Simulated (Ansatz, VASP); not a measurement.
# MgH5W: VASP beside Ansatz

```
CELL_PARAMETERS angstrom
3.61684 0.00000 0.00000
-1.80842 3.13228 0.00000
0.00000 0.00000 7.26804
ATOMIC_POSITIONS crystal
Mg 0.00000 0.00000 0.50000
H 0.50000 0.00000 0.00000
H 0.00000 0.50000 0.00000
H 0.50000 0.50000 0.00000
H 0.00000 0.00000 0.75266
H 0.00000 0.00000 0.24734
W 0.00000 0.00000 0.00000
```

Alike in both runs: functional PBE; k mesh 12 × 12 × 6; occupations gaussian, width 0.1 eV; no spin polarisation.

Ansatz relaxed the structure, and its values are those at the end. VASP's run is a single point on that final structure, the one shown.

```csv
,VASP,Ansatz
version,VASP 6.6.1,Ansatz 0.2.0
potentials or method,"VASP PAW PBE potentials, release 64 (Mg, H, W_sv), cutoff 520 eV","scalar-relativistic, plane waves, PAW"
valence electrons in the cell,21,29
```

|  | VASP | Ansatz | Ansatz less VASP |
| --- | --- | --- | --- |
| gap on the k mesh at the Fermi level (eV) | none | none | - |
| pressure (GPa) | 0.0 | 0.0 | +0.04 |

A gap of «none» marks a metal or a gap that the smearing closes. VASP's potentials hold 21 valence electrons a cell and Ansatz's 29, so a difference there can come from the potentials and not from the codes.

Spin-orbit coupling is off throughout.
